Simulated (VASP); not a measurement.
A run of VASP 6.6.1 is set up as follows.

File INCAR:

```
SYSTEM = CO2
  ALGO = Normal
  EDIFF = 1E-6
  ENCUT = 600
  GGA = PE
  GGA_COMPAT = .False.
  ISIF = 2
  ISMEAR = 0
  IVDW = 12
  LASPH = .True.
  LCHARG = .False.
  LREAL = .False.
  LWAVE = .False.
  NBANDS = 25
  NELM = 120
  PREC = Accurate
  SIGMA = 0.01
```

The input KPOINTS:

```
k-points
0
Gamma
  8 8 8
  0 0 0
```

POSCAR

```
CO2
1.0
   -1.7944337952      1.7944337952      2.9649924896
    1.7944337952     -1.7944337952      2.9649924896
    1.7944337952      1.7944337952     -2.9649924896
C O
2 4
Direct
    0.0000000000      0.0000000000      0.0000000000
    0.7500000000      0.2500000000      0.5000000000
    0.3750000000      0.3244952793      0.4494952793
    0.6755047207      0.1250000000      1.0505047207
    0.8750000000      0.9255047207      0.5505047207
    0.0744952793      0.6250000000     -0.0505047207
```

Potentials or basis: VASP PAW PBE potentials, release 64 (C, O).

Launch:

```bash
$ cat potpaw_PBE.64/C/POTCAR potpaw_PBE.64/O/POTCAR > POTCAR
$ mpirun -np 1 vasp_std > vasp.out
```

(1) Estimate the dispersion energy per atom.

(2) Estimate the largest force.

(3) Predict the band gap on the k mesh.

Answers

(1) -0.125 eV.

(2) 0.116 eV/Å.

(3) 7.54 eV (least direct gap 7.78 eV).
